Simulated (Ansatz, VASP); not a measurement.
## Fe: VASP beside Ansatz

File INCAR:

```
SYSTEM = Fe
  ALGO = Normal
  EDIFF = 1E-6
  ENCUT = 520
  GGA = PE
  ISIF = 2
  ISMEAR = 0
  ISPIN = 2
  LASPH = .TRUE.
  LCHARG = .TRUE.
  LELF = .TRUE.
  LMAXMIX = 4
  LORBIT = 11
  LREAL = .FALSE.
  LVHAR = .TRUE.
  LWAVE = .FALSE.
  MAGMOM = 0 4
  NBANDS = 19
  NELM = 150
  PREC = Accurate
  SIGMA = 0.1
```

The input KPOINTS:

```
k-points
0
G
  6 12 12
  0 0 0
```

The input POSCAR:

```
Fe
1.0
    0.0000000000      3.5570000000      3.5570000000
    1.7785000000      0.0000000000      1.7785000000
    1.7785000000      1.7785000000      0.0000000000
Fe
2
Direct
    0.0000000000      0.0000000000      0.0000000000
    0.5000000000      0.0000000000      0.0000000000
```

Input for Ansatz:

```yaml
crystal:
  lattice:
    - [0.0, 3.557, 3.557]
    - [1.7785, 0.0, 1.7785]
    - [1.7785, 1.7785, 0.0]
  atoms:
    - { symbol: Fe, position: [0.0, 0.0, 0.0] }
    - { symbol: Fe, position: [0.5, 0.0, 0.0], spin: 4.0 }
magnetization:
  spin_polarized: true
hamiltonian:
  xc: pbe
  pseudopotentials: { kind: paw }
basis:
  ecutwfc: 420
kpoints:
  mp_grid: { grid: [6, 12, 12] }
scf:
  occupations: { method: gaussian, width: 0.1 }
  lower_state_search: "off"
output:
  forces: true
  stress: true
```

Alike in both runs: task single point; functional PBE; k mesh 6 × 12 × 12; occupations gaussian, width 0.1 eV; collinear spin.

|  | VASP | Ansatz |
| --- | --- | --- |
| version | VASP 6.6.1 | Ansatz 0.2.0 |
| potentials or method | VASP PAW PBE potentials, release 64 (Fe), cutoff 520 eV | PAW, plane waves, scalar-relativistic |
| valence electrons in the cell | 16 | 32 |

Ansatz gave:

- pressure (GPa): -13.6
- traceless stress, the component that is largest in VASP (GPa): -0.85
- net moment per atom (μB): 0.78
- size of the moment on the site where the two differ most (μB): 1.66

What did VASP give for the same quantities?

Pressure (GPa): -13.2; traceless stress, the component that is largest in VASP (GPa): -0.75; net moment per atom (μB): 0.82; size of the moment on the site where the two differ most (μB): 1.72.

Site moments also hang on the region over which each program counts them. With one functional, cell and mesh, what is left measures potentials, basis and numerics. VASP's potentials hold 16 valence electrons a cell and Ansatz's 32, so a difference there can come from the potentials and not from the codes. Ansatz's warnings: negative dielectric reading.
